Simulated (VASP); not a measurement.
# HgTe (NiAs type) (P6_3/mmc) in VASP: relaxation of cell and atoms with PBE

Aim: the relaxation of cell and atoms of HgTe (NiAs type) with PBE.

All numbers are computed with VASP 6.6.1; they aren't measurements. Logs are shortened: lines on timing, memory, paths and dates and some standing lists are left out, and cuts for length are marked.

**1. The cell of the first run**

The structure is hexagonal, space group P6_3/mmc (No. 194). The conventional cell has a = 3.926 Å, b = 3.926 Å, c = 6.085 Å, α = 90.00°, β = 90.00°, γ = 120.00°. Hg (site symmetry -3m) has 6 Te at 2.73 Å and 2 Hg at 3.04 Å within 3.6 Å. Within 3.6 Å of Te (site symmetry -6m2) lie 6 Hg at 2.73 Å.

**2. Relaxation of cell and atoms, PBE, target pressure 42 GPa, at which the enthalpy is minimised**

INCAR

```
SYSTEM = HgTe
PREC     = Accurate       ! precision mode
ENCUT    = 600            ! plane-wave cutoff, eV
EDIFF    = 1E-7           ! SCF threshold, eV
ISMEAR   = -1             ! smearing method
SIGMA    = 0.05           ! smearing width, eV
LREAL    = .False.        ! projectors in reciprocal space
LASPH    = .True.         ! aspherical terms in the spheres
NELM     = 80             ! most SCF steps
ALGO     = Normal         ! electronic algorithm
ISIF     = 3              ! what is computed and relaxed
LWAVE    = .False.        ! write WAVECAR
LCHARG   = .False.        ! write CHGCAR
GGA      = PE             ! functional
IBRION   = 2              ! ionic algorithm
NSW      = 60             ! ionic steps
EDIFFG   = -0.005         ! ionic threshold
PSTRESS  = 420.0
```

KPOINTS

```
regular mesh
0
Gamma
  10 10 6
  0 0 0
```

POSCAR

```
HgTe
1.0
    3.9260617105      0.0000000000      0.0000000000
   -1.9630308552      3.4000691781      0.0000000000
    0.0000000000      0.0000000000      6.0853956512
Hg Te
2 2
Direct
    0.0000000000      0.0000000000      0.0000000000
    0.0000000000      0.0000000000      0.5000000000
    0.3333333333      0.6666666667      0.2500000000
    0.6666666667      0.3333333333      0.7500000000
```

Potentials or basis: VASP PAW PBE potentials, release 64 (Hg, Te).

Launch:

```bash
> cat potpaw_PBE.64/Hg/POTCAR potpaw_PBE.64/Te/POTCAR > POTCAR
> mpirun -np 1 vasp_std > vasp.out
```

OUTCAR:

```text
SYSTEM = HgTe
   PREC = Accurate
   ENCUT = 600
   EDIFF = 1E-7
   ISMEAR = -1
   LREAL = .False.
   LASPH = .True.
   NELM = 80
   ISIF = 3
   GGA = PE
   IBRION = 2
   NSW = 60
   EDIFFG = -0.005
   PSTRESS = 420.0

 ion  position               nearest neighbor table
   1  0.000  0.000  0.000-   3 2.73   4 2.73   3 2.73   4 2.73   4 2.73   3 2.73   2 3.04   2 3.04

   2  0.000  0.000  0.500-   3 2.73   4 2.73   3 2.73   4 2.73   4 2.73   3 2.73   1 3.04   1 3.04

   3  0.333  0.667  0.250-   1 2.73   2 2.73   1 2.73   2 2.73   1 2.73   2 2.73
   4  0.667  0.333  0.750-   1 2.73   2 2.73   1 2.73   2 2.73   1 2.73   2 2.73

  LATTYP: Found a hexagonal cell.
 ALAT       =     3.9260617105
 C/A-ratio  =     1.5500000000

  Lattice vectors:

 A1 = (   3.9260617105,   0.0000000000,   0.0000000000)
 A2 = (  -1.9630308552,   3.4000691781,   0.0000000000)
 A3 = (   0.0000000000,   0.0000000000,   6.0853956512)

Analysis of symmetry for initial positions (statically):
=====================================================================
 Subroutine PRICEL returns:
 Original cell was already a primitive cell.

 Routine SETGRP: Setting up the symmetry group for a
 hexagonal supercell.

 Subroutine GETGRP returns: Found 24 space group operations
 (whereof 12 operations were pure point group operations)
 out of a pool of 24 trial point group operations.

The static configuration has the point symmetry D_3d.
 The point group associated with its full space group is D_6h.

Analysis of symmetry for dynamics (positions and initial velocities):
=====================================================================
 Subroutine PRICEL returns:
 Original cell was already a primitive cell.

 Routine SETGRP: Setting up the symmetry group for a
 hexagonal supercell.

 Subroutine GETGRP returns: Found 24 space group operations
 (whereof 12 operations were pure point group operations)
 out of a pool of 24 trial point group operations.

The dynamic configuration has the point symmetry D_3d.
 The point group associated with its full space group is D_6h.

 Subroutine INISYM returns: Found 24 space group operations
 (whereof 12 operations are pure point group operations),
 and found     1 'primitive' translations

----------------------------------------------------------------------------------------

                                     Primitive cell

  volume of cell :      81.2332

  direct lattice vectors                    reciprocal lattice vectors
     3.926061710  0.000000000  0.000000000     0.254708172  0.147055831  0.000000000
    -1.963030855  3.400069178  0.000000000     0.000000000  0.294111663  0.000000000
     0.000000000  0.000000000  6.085395651     0.000000000  0.000000000  0.164327853

  length of vectors
     3.926061710  3.926061710  6.085395651     0.294111663  0.294111663  0.164327853

  position of ions in fractional coordinates (direct lattice)
     0.000000000  0.000000000  0.000000000
     0.000000000  0.000000000  0.500000000
     0.333333333  0.666666667  0.250000000
     0.666666667  0.333333333  0.750000000

  ion indices of the primitive-cell ions
   primitive index   ion index
                 1           1
                 2           2
                 3           3
                 4           4

----------------------------------------------------------------------------------------

 KPOINTS: regular mesh

Automatic generation of k-mesh.
 Grid dimensions read from file:
 generate k-points for:   10   10    6

 Generating k-lattice:

  Cartesian coordinates                     Fractional coordinates (reciprocal lattice)
     0.025470817  0.014705583  0.000000000     0.100000000  0.000000000  0.000000000
     0.000000000  0.029411166  0.000000000     0.000000000  0.100000000  0.000000000
     0.000000000  0.000000000  0.027387975     0.000000000  0.000000000  0.166666667

  Length of vectors
     0.029411166  0.029411166  0.027387975

  Shift w.r.t. Gamma in fractional coordinates (k-lattice)
     0.000000000  0.000000000  0.000000000

 Subroutine IBZKPT returns following result:
 ===========================================

 Found     56 irreducible k-points:

 Following reciprocal coordinates:
            Coordinates               Weight
  0.000000  0.000000  0.000000      1.000000
  0.100000 -0.000000  0.000000      6.000000
  0.200000 -0.000000  0.000000      6.000000
  0.300000 -0.000000  0.000000      6.000000
  0.400000  0.000000  0.000000      6.000000
  0.500000 -0.000000  0.000000      3.000000
[... 16 lines left out ...]
  0.300000  0.100000  0.166667     24.000000
  0.400000  0.100000  0.166667     24.000000
 [... further k-points ...]
   k-points           NKPTS =     56   k-points in BZ     NKDIM =     56   number of bands    NBANDS=     22
   number of dos      NEDOS =    301   number of ions     NIONS =      4
   total plane-waves  NPLWV =  51200
   dimension x,y,z NGX =    32 NGY =   32 NGZ =   50
   dimension x,y,z NGXF=    64 NGYF=   64 NGZF=  100
   ions per type =               2   2
   NGX,Y,Z   is equivalent  to a cutoff of  13.55, 13.55, 13.66 a.u.
   NGXF,Y,Z  is equivalent  to a cutoff of  27.10, 27.10, 27.32 a.u.
 SYSTEM =  HgTe
   PREC   = accura    normal or accurate (medium, high low for compatibility)
   ISTART =      0    job   : 0-new  1-cont  2-samecut
   ICHARG =      2    charge: 1-file 2-atom 10-const
   ISPIN  =      1    spin polarized calculation?
   LNONCOLLINEAR =      F non collinear calculations
   LSORBIT =      F    spin-orbit coupling
   LASPH  =      T    aspherical Exc in radial PAW
   ENCUT  =  600.0 eV  44.10 Ry    6.64 a.u.   7.84  7.84 12.15*2*pi/ulx,y,z
   NELM   =     80;   NELMIN=  2; NELMDL= -5     # of ELM steps
   EDIFF  = 0.1E-06   stopping-criterion for ELM
   LREAL  =      F    real-space projection
   EDIFFG = -.5E-02   stopping-criterion for IOM
   NSW    =     60    number of steps for IOM
   IBRION =      2    ionic relax: 0-MD 1-quasi-New 2-CG
   NFREE  =      1    steps in history (QN), initial steepest desc. (CG)
   ISIF   =      3    stress and relaxation
   ISYM   =      2    0-nonsym 1-usesym 2-fastsym
   POTIM  = 0.5000    time-step for ionic-motion
   TEBEG  =    0.0;   TEEND  =   0.0 temperature during run
   PSTRESS=  420.0 pullay stress
   NELECT =      36.0000    total number of electrons
   NUPDOWN=      -1.0000    fix difference up-down
   EMIN   =  10.00;   EMAX   =-10.00  energy-range for DOS
   EFERMI =   0.00;   METHOD = LEGACY
   ISMEAR =    -1;   SIGMA  =   0.05  broadening in eV -4-tet -1-fermi 0-gaus
   EFERMI_NEDOS =   21; number of points for ismear=-14 and -15
   IALGO  =     38    algorithm
   IMIX   =      4    mixing-type and parameters
     AMIX     =   0.40;   BMIX     =  1.00
     AMIX_MAG =   1.60;   BMIX_MAG =  1.00
  volume/ion in A,a.u.               =      20.31       137.05
  Fermi-wavevector in a.u.,A,eV,Ry     =   1.248143  2.358649 21.195994  1.557862
  Thomas-Fermi vector in A             =   2.382243
   LORBIT       =      0    0 simple, 1 ext, 2 COOP (PROOUT), +10 PAW based schemes
   GGA     = PE    functional components
   LHFCALC =     F    Hartree Fock is set to
   AEXX    =    0.0000 exact exchange contribution
   IVDW    =     0    specifies the selected vdW correction
   LEPSILON=     F    determine dielectric tensor
   LRPA    =     F    only Hartree local field effects (RPA)
 conjugate gradient relaxation of ions
 non-spin polarized calculation
  energy-cutoff  :      600.00
  volume of cell :       81.23
 maximum number of plane-waves:      2732
 NGX is ok and might be reduce to    32
   NGX = 15   NGY = 15   NGZ = 25

--------------------------------------- Ionic step        1  -------------------------------------------

 number of electron      36.0000000 magnetization

 Free energy of the ion-electron system (eV)
  ---------------------------------------------------
  ext. energy  EPLUGINS =         0.00000000
  ---------------------------------------------------
  free energy    TOTEN  =        -2.51127762 eV

  energy without entropy =       -2.50003984  energy(sigma->0) =       -2.50565873

------------------------ aborting loop because EDIFF is reached ----------------------------------------

  FORCE on cell =-STRESS in cart. coord.  units (eV):
  Direction    XX          YY          ZZ          XY          YZ          ZX
  --------------------------------------------------------------------------------------
  -------------------------------------------------------------------------------------
  Total       22.4336292     22.4336292     28.6232013      0.0000000      0.0000000     -0.0000000
  in kB      442.4624559    442.4624559    564.5404855      0.0000000      0.0000000     -0.0000000
  external PRESSURE =      63.1551325 kB  Pullay stress =     420.0000000 kB
[... 103 lines left out ...]
  energy  without entropy=       -3.5921688089  energy(sigma->0) =       -3.59743591

  enthalpy is  TOTEN    =        18.6591896452 eV   P V=       22.2618926502

 E-fermi :  10.8365     XC(G=0): -12.3493

 val. band max:       10.8339886095   @ k =   0.4000   0.2000   0.1667
 cond. band min:      10.8658931426   @ k =   0.3000   0.1000   0.0000
 fundamental gap:      0.0319045331
 Fermi energy:        10.8364537295

 k-point     1 :       0.0000    0.0000    0.0000
  band No.  band energies     occupation
      1      -6.1113      2.00000
      2      -5.5559      2.00000
      3      -0.8894      2.00000
      4       0.6085      2.00000
      5       1.4687      2.00000
      6       2.3150      2.00000
[... 589 lines left out ...]
     21      11.5695      0.00000
     22      13.2371      0.00000

 [... further k-points ...]

[... ionic steps 4 to 27 ...]

--------------------------------------- Ionic step       28  -------------------------------------------

 number of electron      35.9999992 magnetization

------------------------ aborting loop because EDIFF is reached ----------------------------------------
[... 75 lines left out ...]
--------------------------------------- Ionic step       30  -------------------------------------------

 number of electron      35.9999992 magnetization

 Free energy of the ion-electron system (eV)
  ---------------------------------------------------
  ext. energy  EPLUGINS =         0.00000000
  ---------------------------------------------------
  free energy    TOTEN  =        -2.44703735 eV

  energy without entropy =       -2.43155251  energy(sigma->0) =       -2.43929493

 E-fermi :   9.7798     XC(G=0): -12.0008

 val. band max:        9.7524354119   @ k =   0.3000   0.1000   0.0000
 cond. band min:       9.8295408731   @ k =   0.4000   0.2000   0.1667
 fundamental gap:      0.0771054612
 Fermi energy:         9.7798082470

 k-point     1 :       0.0000    0.0000    0.0000
  band No.  band energies     occupation
      1      -6.3953      2.00000
      2      -5.8918      2.00000
      3      -1.1730      2.00000
      4       0.2106      2.00000
      5       0.9521      2.00000
      6       1.6612      2.00000
[... 589 lines left out ...]
     21      10.4261      0.00000
     22      12.1222      0.00000

 [... further k-points ...]

------------------------ aborting loop because EDIFF is reached ----------------------------------------

  FORCE on cell =-STRESS in cart. coord.  units (eV):
  Direction    XX          YY          ZZ          XY          YZ          ZX
  --------------------------------------------------------------------------------------
  -------------------------------------------------------------------------------------
  Total       20.0669027     20.0669027     20.0847352      0.0000000     -0.0000000     -0.0000000
  in kB      419.6022715    419.6022714    419.9751535      0.0000001     -0.0000000     -0.0000000
  external PRESSURE =      -0.2734345 kB  Pullay stress =     420.0000000 kB
[... 23 lines left out ...]
  energy  without entropy=       -2.4315525095  energy(sigma->0) =       -2.43929493

  enthalpy is  TOTEN    =        17.6388861292 eV   P V=       20.0859234798

 reached required accuracy - stopping structural energy minimisation
```

It took 17 min on 1 thread of Intel Xeon 6975P-C (Granite Rapids), shared host; peak memory 0.31 GiB.

What came out:

```yaml
Free_energy: -2.4470 eV
Relaxed_volume: 19.16 Å³/atom
Relaxed_cell: a = 3.016 Å, b = 3.016 Å, c = 9.730 Å, α = 90.00°, β = 90.00°, γ = 120.00°
Space_group_after_relaxing_to_0.1_Å: P6_3/mmc (No. 194)
Energy_change_on_relaxing_the_run_minimises_the_enthalpy: +16.1 meV/atom
Ionic_steps: 30
Pressure_after_relaxing: 42.0 GPa
Band_gap_on_the_k_mesh: zero (bands 18 and 19 overlap by 5.96 eV)
```

The path:
```csv
step,energy change (eV),largest force (eV/Å),pressure (GPa),volume (Å³)
1,0.0000,0.0000,48.32,81.23
2,-2.3502,0.0000,24.52,90.86
3,-1.0914,0.0000,37.52,84.92
4,-1.1086,0.0000,38.42,83.82
5,-0.9339,0.0000,39.91,82.67
6,-0.2127,0.0000,44.61,79.60
7,2.2018,0.0000,65.42,70.92
8,44.6053,0.0000,499.85,47.09
9,2.3486,0.0000,66.89,70.44
10,5.8441,0.0000,104.52,63.38
11,3.0793,0.0000,74.89,68.40
12,3.7324,0.0000,82.53,66.89
13,3.6939,0.0000,82.19,66.94
14,3.6101,0.0000,81.21,67.07
15,3.6045,0.0000,80.13,67.25
16,3.5848,0.0000,80.54,67.16
17,3.4803,0.0000,79.40,67.37
18,3.1744,0.0000,76.10,67.99
19,2.5961,0.0000,69.81,69.25
20,1.5657,0.0000,58.51,71.81
21,-0.0584,0.0000,40.61,77.10
22,0.0598,0.0000,41.93,76.64
23,0.1117,0.0000,42.51,76.44
24,0.1113,0.0000,42.50,76.44
25,0.1099,0.0000,42.48,76.45
26,0.1063,0.0000,42.45,76.46
27,0.0956,0.0000,42.34,76.50
28,0.0744,0.0000,42.12,76.58
29,0.0322,0.0000,41.62,76.74
30,0.0642,0.0000,41.97,76.62
```

Final structure:
```
Hg Te
1.0
     3.01553    0.00000    0.00000
    -1.50776    2.61152    0.00000
     0.00000    0.00000    9.72962
Hg Te
2 2
Direct
  0.00000 0.00000 0.00000
  0.00000 0.00000 0.50000
  0.33333 0.66667 0.25000
  0.66667 0.33333 0.75000
```

Levels at points of the mesh, in eV from the Fermi level:
```csv
k point,band 16,band 17,band 18,band 19,band 20,band 21
"(0.00, 0.00, 0.00)",2.03,2.76,4.26,4.26,4.63,4.63
"(0.50, 0.00, 0.00)",-2.69,-0.25,0.09,0.11,0.27,0.64
"(0.00, 0.00, 0.50)",-2.26,4.44,4.44,4.44,4.44,7.39
"(0.50, 0.00, 0.50)",-3.22,-1.63,-1.63,0.64,0.64,2.49
```

Caveat: the cell is relaxed towards a set pressure, so the run minimises the enthalpy, not the energy; a cell axis changed by over 15 % at a fixed basis, so the end point is rough; spin-orbit coupling is left out, which moves the levels of the heavy elements.

The gap in the log of VASP goes by the Fermi energy; the results here count the filled bands.